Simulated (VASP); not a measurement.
# Si5Ge2 (R-3m) in VASP: notebook

Runs on Si5Ge2. Level: PBE. Tasks: single point.

Program: VASP 6.6.1. These are calculated values, not measurements. Logs are shortened: lines on timing, memory, paths and dates and some standing lists are left out, and cuts for length are marked.

### Step 1. The cell of the first run

Symmetry: R-3m, No. 166, trigonal system. Conventional cell: a = 5.253 Å, b = 5.253 Å, c = 14.282 Å, α = 90.00°, β = 90.00°, γ = 120.00°. Within 3.5 Å of Si (site symmetry 2/m) lie 8 Si at 2.63 to 2.82 Å and 2 Ge at 2.68 Å. Within 3.7 Å of Si (site symmetry -3m) lie 6 Si at 2.82 Å and 6 Ge at 3.04 Å. Within 3.4 Å of Si (site symmetry -3m) lie 2 Ge at 2.55 Å and 6 Si at 2.63 Å. Ge (site symmetry 3m) has 7 Si at 2.55 to 3.04 Å and 3 Ge at 3.05 Å within 3.4 Å.

### Step 2. Single point, PBE

Contents of INCAR:

```
SYSTEM = Si5Ge2
ALGO = Normal
EDIFF = 1E-6
ENCUT = 500
GGA = PE
GGA_COMPAT = .False.
ISIF = 2
ISMEAR = 0
LASPH = .True.
LCHARG = .False.
LREAL = .False.
LWAVE = .False.
NBANDS = 33
NELM = 120
PREC = Accurate
SIGMA = 0.2
```

Contents of KPOINTS:

```
k-points
0
Gamma
  4 4 4
  0 0 0
```

Contents of POSCAR:

```
Si5Ge2
1.0
    2.6262553368      1.5162692242      4.7607540334
   -2.6262553368      1.5162692242      4.7607540334
    0.0000000000     -3.0325384527      4.7607540320
Si Ge
5 2
Direct
    0.5000000000      0.5000000000      0.0000000000
    0.0000000000      0.5000000000      0.5000000000
    0.5000000000      0.0000000000      0.5000000000
    0.5000000000      0.5000000000      0.5000000000
    0.0000000000      0.0000000000      0.0000000000
    0.8216260624      0.8216260624      0.8216260624
    0.1783739376      0.1783739376      0.1783739376
```

Potentials or basis: VASP PAW PBE potentials, release 64 (Si, Ge_d).

Launch:

```bash
cat potpaw_PBE.64/Si/POTCAR potpaw_PBE.64/Ge_d/POTCAR > POTCAR
mpirun -np 1 vasp_std > vasp.out
```

OUTCAR:

```text
SYSTEM = Si5Ge2
   EDIFF = 1E-6
   ENCUT = 500
   GGA = PE
   ISIF = 2
   ISMEAR = 0
   LASPH = .True.
   LREAL = .False.
   NELM = 120
   PREC = Accurate

 ion  position               nearest neighbor table
   1  0.500  0.500  0.000-   2 2.63   3 2.63   3 2.63   2 2.63   5 2.63   5 2.63   6 2.68   7 2.68
                             4 2.82   4 2.82
   2  0.000  0.500  0.500-   1 2.63   5 2.63   5 2.63   1 2.63   3 2.63   3 2.63   6 2.68   7 2.68
                             4 2.82   4 2.82
   3  0.500  0.000  0.500-   1 2.63   5 2.63   1 2.63   5 2.63   2 2.63   2 2.63   6 2.68   7 2.68
                             4 2.82   4 2.82
   4  0.500  0.500  0.500-   1 2.82   1 2.82   3 2.82   2 2.82   3 2.82   2 2.82
   5  0.000  0.000  0.000-   6 2.55   7 2.55   2 2.63   3 2.63   2 2.63   3 2.63   1 2.63   1 2.63

   6  0.822  0.822  0.822-   5 2.55   3 2.68   2 2.68   1 2.68
   7  0.178  0.178  0.178-   5 2.55   3 2.68   2 2.68   1 2.68

  LATTYP: Found a trigonal (rhomboedric) cell.
 ALAT       =     5.6445609591
 COS(alpha) =     0.5670442056

  Lattice vectors:

 A1 = (   2.6262553368,   1.5162692242,   4.7607540334)
 A2 = (  -2.6262553368,   1.5162692242,   4.7607540334)
 A3 = (   0.0000000000,  -3.0325384527,   4.7607540320)

Analysis of symmetry for initial positions (statically):
=====================================================================
 Subroutine PRICEL returns:
 Original cell was already a primitive cell.

 Routine SETGRP: Setting up the symmetry group for a
 trigonal (rhombohedral) supercell.

 Subroutine GETGRP returns: Found 12 space group operations
 (whereof 12 operations were pure point group operations)
 out of a pool of 12 trial point group operations.

The static configuration has the point symmetry D_3d.

Analysis of symmetry for dynamics (positions and initial velocities):
=====================================================================
 Subroutine PRICEL returns:
 Original cell was already a primitive cell.

 Routine SETGRP: Setting up the symmetry group for a
 trigonal (rhombohedral) supercell.

 Subroutine GETGRP returns: Found 12 space group operations
 (whereof 12 operations were pure point group operations)
 out of a pool of 12 trial point group operations.

The dynamic configuration has the point symmetry D_3d.

 Subroutine INISYM returns: Found 12 space group operations
 (whereof 12 operations are pure point group operations),
 and found     1 'primitive' translations

----------------------------------------------------------------------------------------

                                     Primitive cell

  volume of cell :     113.7471

  direct lattice vectors                    reciprocal lattice vectors
     2.626255337  1.516269224  4.760754033     0.190385144  0.109918914  0.070016920
    -2.626255337  1.516269224  4.760754033    -0.190385144  0.109918914  0.070016920
     0.000000000 -3.032538453  4.760754032     0.000000000 -0.219837828  0.070016920

  length of vectors
     5.644560959  5.644560959  5.644560959     0.230718529  0.230718529  0.230718529

  position of ions in fractional coordinates (direct lattice)
     0.500000000  0.500000000  0.000000000
     0.000000000  0.500000000  0.500000000
     0.500000000  0.000000000  0.500000000
     0.500000000  0.500000000  0.500000000
     0.000000000  0.000000000  0.000000000
     0.821626062  0.821626062  0.821626062
     0.178373938  0.178373938  0.178373938

  ion indices of the primitive-cell ions
   primitive index   ion index
                 1           1
                 2           2
                 3           3
                 4           4
                 5           5
                 6           6
                 7           7

----------------------------------------------------------------------------------------

 KPOINTS: k-points

Automatic generation of k-mesh.
 Grid dimensions read from file:
 generate k-points for:    4    4    4

 Generating k-lattice:

  Cartesian coordinates                     Fractional coordinates (reciprocal lattice)
     0.047596286  0.027479729  0.017504230     0.250000000  0.000000000  0.000000000
    -0.047596286  0.027479729  0.017504230     0.000000000  0.250000000  0.000000000
     0.000000000 -0.054959457  0.017504230     0.000000000  0.000000000  0.250000000

  Length of vectors
     0.057679632  0.057679632  0.057679632

  Shift w.r.t. Gamma in fractional coordinates (k-lattice)
     0.000000000  0.000000000  0.000000000

 Subroutine IBZKPT returns following result:
 ===========================================

 Found     13 irreducible k-points:

 Following reciprocal coordinates:
            Coordinates               Weight
  0.000000  0.000000  0.000000      1.000000
  0.250000  0.000000 -0.000000      6.000000
  0.500000  0.000000 -0.000000      3.000000
  0.250000  0.250000 -0.000000      6.000000
  0.500000  0.250000  0.000000     12.000000
 -0.250000  0.250000  0.000000      6.000000
  0.500000  0.500000 -0.000000      3.000000
  0.250000  0.250000  0.250000      2.000000
  0.500000  0.250000  0.250000      6.000000
 -0.250000  0.250000  0.250000      6.000000
  0.500000  0.500000  0.250000      6.000000
 -0.250000  0.500000  0.250000      6.000000
  0.500000  0.500000  0.500000      1.000000
   k-points           NKPTS =     13   k-points in BZ     NKDIM =     13   number of bands    NBANDS=     33
   number of dos      NEDOS =    301   number of ions     NIONS =      7
   total plane-waves  NPLWV =  74088
   dimension x,y,z NGX =    42 NGY =   42 NGZ =   42
   dimension x,y,z NGXF=    84 NGYF=   84 NGZF=   84
   ions per type =               5   2
   NGX,Y,Z   is equivalent  to a cutoff of  12.37, 12.37, 12.37 a.u.
   NGXF,Y,Z  is equivalent  to a cutoff of  24.74, 24.74, 24.74 a.u.
 SYSTEM =  Si5Ge2
   PREC   = accura    normal or accurate (medium, high low for compatibility)
   ISTART =      0    job   : 0-new  1-cont  2-samecut
   ICHARG =      2    charge: 1-file 2-atom 10-const
   ISPIN  =      1    spin polarized calculation?
   LNONCOLLINEAR =      F non collinear calculations
   LSORBIT =      F    spin-orbit coupling
   LASPH  =      T    aspherical Exc in radial PAW
   ENCUT  =  500.0 eV  36.75 Ry    6.06 a.u.  10.29 10.29 10.29*2*pi/ulx,y,z
   NELM   =    120;   NELMIN=  2; NELMDL= -5     # of ELM steps
   EDIFF  = 0.1E-05   stopping-criterion for ELM
   LREAL  =      F    real-space projection
   EDIFFG = 0.1E-04   stopping-criterion for IOM
   NSW    =      0    number of steps for IOM
   IBRION =     -1    ionic relax: 0-MD 1-quasi-New 2-CG
   NFREE  =      0    steps in history (QN), initial steepest desc. (CG)
   ISIF   =      2    stress and relaxation
   ISYM   =      2    0-nonsym 1-usesym 2-fastsym
   POTIM  = 0.5000    time-step for ionic-motion
   TEBEG  =    0.0;   TEEND  =   0.0 temperature during run
   PSTRESS=    0.0 pullay stress
   NELECT =      48.0000    total number of electrons
   NUPDOWN=      -1.0000    fix difference up-down
   EMIN   =  10.00;   EMAX   =-10.00  energy-range for DOS
   EFERMI =   0.00;   METHOD = LEGACY
   ISMEAR =     0;   SIGMA  =   0.20  broadening in eV -4-tet -1-fermi 0-gaus
   EFERMI_NEDOS =   21; number of points for ismear=-14 and -15
   IALGO  =     38    algorithm
   IMIX   =      4    mixing-type and parameters
     AMIX     =   0.40;   BMIX     =  1.00
     AMIX_MAG =   1.60;   BMIX_MAG =  1.00
  volume/ion in A,a.u.               =      16.25       109.66
  Fermi-wavevector in a.u.,A,eV,Ry     =   1.227934  2.320459 20.515175  1.507823
  Thomas-Fermi vector in A             =   2.362879
   LORBIT       =      0    0 simple, 1 ext, 2 COOP (PROOUT), +10 PAW based schemes
   GGA     = PE    functional components
   LHFCALC =     F    Hartree Fock is set to
   AEXX    =    0.0000 exact exchange contribution
   IVDW    =     0    specifies the selected vdW correction
   LEPSILON=     F    determine dielectric tensor
   LRPA    =     F    only Hartree local field effects (RPA)
 non-spin polarized calculation
 Gauss-broadening in eV      SIGMA  =   0.20
  energy-cutoff  :      500.00
  volume of cell :      113.75
 maximum number of plane-waves:      2940
 NGX is ok and might be reduce to    42
   NGX = 21   NGY = 21   NGZ = 21

 number of electron      48.0000007 magnetization

 Free energy of the ion-electron system (eV)
  ---------------------------------------------------
  ext. energy  EPLUGINS =         0.00000000
  ---------------------------------------------------
  free energy    TOTEN  =       -32.81313659 eV

  energy without entropy =      -32.74964428  energy(sigma->0) =      -32.78139043

 E-fermi :   8.5295     XC(G=0): -11.0527

 val. band max:        8.4147260853   @ k =   0.2500   0.2500  -0.0000
 cond. band min:       8.5659599901   @ k =   0.5000   0.2500   0.0000
 fundamental gap:      0.1512339048
 Fermi energy:         8.5294631225

 k-point     1 :       0.0000    0.0000    0.0000
  band No.  band energies     occupation
      1     -16.2454      2.00000
      2     -16.2454      2.00000
      3     -16.2244      2.00000
      4     -16.2244      2.00000
      5     -16.2202      2.00000
      6     -16.2096      2.00000
[... 25 lines left out ...]
     32      14.2809      0.00000
     33      14.2809      0.00000

 k-point     2 :       0.2500    0.0000   -0.0000
  band No.  band energies     occupation
      1     -16.2526      2.00000
      2     -16.2502      2.00000
      3     -16.2280      2.00000
      4     -16.2172      2.00000
      5     -16.2137      2.00000
      6     -16.2099      2.00000
[... 25 lines left out ...]
     32      14.2884      0.00000
     33      15.0899      0.00000

 k-point     3 :       0.5000    0.0000   -0.0000
  band No.  band energies     occupation
      1     -16.2576      2.00000
      2     -16.2543      2.00000
      3     -16.2292      2.00000
      4     -16.2145      2.00000
      5     -16.2082      2.00000
      6     -16.2076      2.00000
[... 25 lines left out ...]
     32      13.3617      0.00000
     33      13.5628      0.00000

 k-point     4 :       0.2500    0.2500   -0.0000
  band No.  band energies     occupation
      1     -16.2527      2.00000
      2     -16.2502      2.00000
      3     -16.2278      2.00000
      4     -16.2172      2.00000
      5     -16.2137      2.00000
      6     -16.2095      2.00000
[... 25 lines left out ...]
     32      14.2567      0.00000
     33      14.2607      0.00000

 k-point     5 :       0.5000    0.2500    0.0000
  band No.  band energies     occupation
      1     -16.2621      2.00000
      2     -16.2460      2.00000
      3     -16.2341      2.00000
      4     -16.2138      2.00000
      5     -16.2093      2.00000
      6     -16.2061      2.00000
[... 208 lines left out ...]
 k-point    11 :       0.5000    0.5000    0.2500
  band No.  band energies     occupation
      1     -16.2527      2.00000
      2     -16.2502      2.00000
      3     -16.2274      2.00000
      4     -16.2171      2.00000
      5     -16.2133      2.00000
      6     -16.2097      2.00000
[... 25 lines left out ...]
     32      12.6161      0.00000
     33      13.1834      0.00000

 k-point    12 :      -0.2500    0.5000    0.2500
  band No.  band energies     occupation
      1     -16.2621      2.00000
      2     -16.2460      2.00000
      3     -16.2339      2.00000
      4     -16.2137      2.00000
      5     -16.2090      2.00000
      6     -16.2061      2.00000
[... 25 lines left out ...]
     32      12.3374      0.00000
     33      12.6222      0.00000

 k-point    13 :       0.5000    0.5000    0.5000
  band No.  band energies     occupation
      1     -16.2454      2.00000
      2     -16.2454      2.00000
      3     -16.2244      2.00000
      4     -16.2244      2.00000
      5     -16.2189      2.00000
      6     -16.2099      2.00000
[... 25 lines left out ...]
     32      12.4750      0.00000
     33      14.6668      0.00000

------------------------ aborting loop because EDIFF is reached ----------------------------------------

  FORCE on cell =-STRESS in cart. coord.  units (eV):
  Direction    XX          YY          ZZ          XY          YZ          ZX
  --------------------------------------------------------------------------------------
  -------------------------------------------------------------------------------------
  Total        0.4022899      0.4022899      0.0427631      0.0000000      0.0000000      0.0000000
  in kB        5.6664295      5.6664295      0.6023364      0.0000000      0.0000000      0.0000000
  external PRESSURE =       3.9783985 kB  Pullay stress =       0.0000000 kB

 VOLUME and BASIS-vectors are now :
 -----------------------------------------------------------------------------
  energy-cutoff  :      500.00
  volume of cell :      113.75
      direct lattice vectors                 reciprocal lattice vectors
     2.626255337  1.516269224  4.760754033     0.190385144  0.109918914  0.070016920
    -2.626255337  1.516269224  4.760754033    -0.190385144  0.109918914  0.070016920
     0.000000000 -3.032538453  4.760754032     0.000000000 -0.219837828  0.070016920

 POSITION                                       TOTAL-FORCE (eV/Angst)
 -----------------------------------------------------------------------------------
      0.00000      1.51627      4.76075        -0.000000     -0.000000     -0.000000
     -1.31313     -0.75813      4.76075        -0.000000     -0.000000     -0.000000
      1.31313     -0.75813      4.76075         0.000000     -0.000000     -0.000000
      0.00000     -0.00000      7.14113         0.000000     -0.000000     -0.000000
      0.00000      0.00000      0.00000         0.000000     -0.000000     -0.000000
      0.00000     -0.00000     11.73468         0.000000      0.000000     -0.008682
      0.00000     -0.00000      2.54758         0.000000     -0.000000      0.008682
 -----------------------------------------------------------------------------------
    total drift:                               -0.000000      0.000000      0.000000

  FREE ENERGIE OF THE ION-ELECTRON SYSTEM (eV)
  ---------------------------------------------------
  free  energy   TOTEN  =       -32.8131365888 eV

  energy  without entropy=      -32.7496442804  energy(sigma->0) =      -32.78139043
```

Run time: 48 s. Hardware: 1 thread of Intel Xeon Platinum 8259CL at 2.50GHz (Skylake/Cascade Lake), shared host; peak memory 0.26 GiB.

Results:

```
Free energy            : -32.8131 eV
Pressure               : 0.4 GPa
Largest force          : 0.009 eV/Å
Band gap on the k mesh : zero (band 24 reaches 8.90 eV, above the bottom of band 25 at 6.48 eV)
```

Forces in eV/Å, atoms in the order of the input:
```
Si   0.000  0.000  0.000
Si   0.000  0.000  0.000
Si   0.000  0.000  0.000
Si   0.000  0.000  0.000
Si   0.000  0.000  0.000
Ge   0.000  0.000 -0.009
Ge   0.000  0.000  0.009
```

Levels at points of the mesh, in eV from the Fermi level:
| k point | band 21 | band 22 | band 23 | band 24 | band 25 | band 26 | band 27 | band 28 |
| --- | --- | --- | --- | --- | --- | --- | --- | --- |
| (0.00, 0.00, 0.00) | -5.06 | -3.25 | -3.25 | -2.05 | -2.05 | 2.77 | 3.31 | 4.40 |
| (0.50, 0.00, 0.00) | -2.00 | -1.55 | -1.18 | -0.96 | 1.72 | 2.19 | 2.55 | 2.56 |
| (0.50, 0.50, 0.00) | -1.67 | -1.02 | -0.67 | -0.41 | -0.39 | -0.28 | 0.39 | 1.47 |
| (0.50, 0.50, 0.50) | -2.04 | -2.04 | -0.82 | -0.82 | 0.12 | 0.62 | 0.72 | 0.82 |

Caveat: the k points lie up to 0.36 Å⁻¹ apart.

### Step 3. Single point, PBE

This run uses another cell than the first one, of 19.51 Å³/atom, 1.201 times its volume.

Contents of INCAR:

```
SYSTEM = Si5Ge2
  PREC = Accurate
  ENCUT = 500
  EDIFF = 1E-6
  ISMEAR = 0
  SIGMA = 0.2
  LREAL = .False.
  LASPH = .True.
  NELM = 120
  ALGO = Normal
  ISIF = 2
  LWAVE = .False.
  LCHARG = .False.
  GGA = PE
  NBANDS = 33
  GGA_COMPAT = .False.
```

Contents of KPOINTS:

```
Automatic mesh
0
Gamma
  4 4 4
  0 0 0
```

Contents of POSCAR:

```
Si5Ge2
1.0
    2.1870561117      1.2626974370      8.2440612664
   -2.1870561117      1.2626974370      8.2440612664
    0.0000000000     -2.5253948675      8.2440612673
Si Ge
5 2
Direct
    0.5000000000      0.5000000000      0.5000000000
    0.8508282893      0.8508282893      0.8508282893
    0.1491717107      0.1491717107      0.1491717107
    0.0509269749      0.0509269749      0.0509269749
    0.9490730251      0.9490730251      0.9490730251
    0.3954517706      0.3954517706      0.3954517706
    0.6045482294      0.6045482294      0.6045482294
```

Potentials or basis: VASP PAW PBE potentials, release 64 (Si, Ge_d).

Launch:

```bash
cat potpaw_PBE.64/Si/POTCAR potpaw_PBE.64/Ge_d/POTCAR > POTCAR
mpirun -np 1 vasp_std > vasp.out
```

Wall time 3.1 min (1 thread of Intel Xeon Platinum 8259CL at 2.50GHz (Skylake/Cascade Lake), shared host); peak memory 0.54 GiB.

The run converged. Its results:

* Free energy: -33.3633 eV
* Pressure: -0.2 GPa
* Largest force: 0.045 eV/Å
* Band gap on the k mesh: zero (band 24 reaches 6.34 eV, above the bottom of band 25 at 5.16 eV)

Forces on the atoms (eV/Å):
```
Si   0.000  0.000  0.000
Si   0.000  0.000  0.040
Si   0.000  0.000 -0.040
Si   0.000  0.000  0.045
Si   0.000  0.000 -0.045
Ge   0.000  0.000  0.009
Ge   0.000  0.000 -0.009
```

Levels at points of the mesh, in eV from the Fermi level:
| k point | band 22 | band 23 | band 24 | band 25 | band 26 | band 27 |
| --- | --- | --- | --- | --- | --- | --- |
| (0.00, 0.00, 0.00) | -1.45 | -1.40 | -1.40 | -1.13 | -1.13 | -0.56 |
| (0.50, 0.00, 0.00) | -1.52 | -1.10 | -0.73 | -0.21 | 1.05 | 2.14 |
| (0.50, 0.50, 0.00) | -2.42 | -1.28 | -0.30 | 1.76 | 2.30 | 2.33 |
| (0.50, 0.50, 0.50) | -1.58 | -1.11 | -0.97 | -0.66 | -0.66 | 0.19 |

Caveat: the k points lie up to 0.42 Å⁻¹ apart.
